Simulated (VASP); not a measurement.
# BiP (rocksalt type): relaxation of cell and atoms with PBE

Crystal: BiP (rocksalt type).

```
Bi P
1.0
     0.00000    2.65163    2.65163
     2.65163    0.00000    2.65163
     2.65163    2.65163    0.00000
Bi P
1 1
Direct
  0.00000 0.00000 0.00000
  0.50000 0.50000 0.50000
```

```json
{
  "Program": "VASP 6.6.1",
  "Task": "relaxation of cell and atoms",
  "Functional": "PBE",
  "Potentials or basis": "VASP PAW PBE potentials, release 64 (Bi_d, P)",
  "Cutoff": "600 eV",
  "k mesh": "12 × 12 × 12",
  "Occupations": "fermi-dirac, width 0.05 eV",
  "Spin": "no spin polarisation",
  "Dipole correction": "no",
  "Further INCAR settings": "ALGO = Normal; EDIFF = 1e-07; IBRION = 2; EDIFFG = -0.005; NSW = 100; ISIF = 3"
}
```

* Relaxed volume: 25.00 Å³/atom
* Relaxed cell: a = 4.135 Å, b = 4.135 Å, c = 4.135 Å, α = 60.00°, β = 60.00°, γ = 60.00°
* Space group after relaxing (to 0.1 Å): Fm-3m (No. 225)
* Energy gained by relaxing: 590.2 meV/atom
* Ionic steps: 21
* Pressure after relaxing: 0.0 GPa
* Band gap on the k mesh: 0.04 eV

Step by step:
```csv
step,energy change (eV),largest force (eV/Å),pressure (GPa),volume (Å³)
1,0.0000,0.0000,38.32,37.29
2,-0.4380,0.0000,-10.76,66.90
3,-1.1794,0.0000,-0.67,50.47
4,-1.1803,0.0000,-0.20,50.13
5,-1.1803,0.0000,0.20,49.85
6,-1.1803,0.0000,0.21,49.85
7,-1.1803,0.0000,0.20,49.86
8,-1.1803,0.0000,0.19,49.86
9,-1.1803,0.0000,0.19,49.86
10,-1.1803,0.0000,0.19,49.86
11,-1.1803,0.0000,0.19,49.86
12,-1.1803,0.0000,0.19,49.86
13,-1.1803,0.0000,0.19,49.86
14,-1.1803,0.0000,0.20,49.86
15,-1.1803,0.0000,0.19,49.86
16,-1.1804,0.0000,0.18,49.87
17,-1.1804,0.0000,0.16,49.88
18,-1.1804,0.0000,0.12,49.90
19,-1.1804,0.0000,0.06,49.95
20,-1.1804,0.0000,-0.08,50.04
21,-1.1804,0.0000,0.00,49.99
```

Final structure:
```
CELL_PARAMETERS angstrom
0.00000 2.92383 2.92383
2.92383 0.00000 2.92383
2.92383 2.92383 0.00000
ATOMIC_POSITIONS crystal
Bi 0.00000 0.00000 0.00000
P 0.50000 0.50000 0.50000
```

Levels at points of the mesh, in eV from the valence-band top:
| k point | band 8 | band 9 | band 10 | band 11 | band 12 | band 13 |
| --- | --- | --- | --- | --- | --- | --- |
| (0.00, 0.00, 0.00) | -1.73 | -1.73 | -1.73 | 3.93 | 3.93 | 3.93 |
| (0.50, 0.00, 0.00) | -0.92 | -0.92 | 0.00 | 0.04 | 0.06 | 0.06 |
| (0.50, 0.50, 0.00) | -5.94 | -3.69 | -3.69 | 2.62 | 5.60 | 5.60 |

It took 3.8 min on 1 thread of Intel(R) Xeon(R) 6975P-C (Granite Rapids), on a shared host, peak memory 0.21 GiB.

Caveat: the volume moved by over 15 % at a fixed basis, so the end points are rough; spin-orbit coupling is left out, which moves the levels of the heavy elements. A k mesh can miss the band edges.
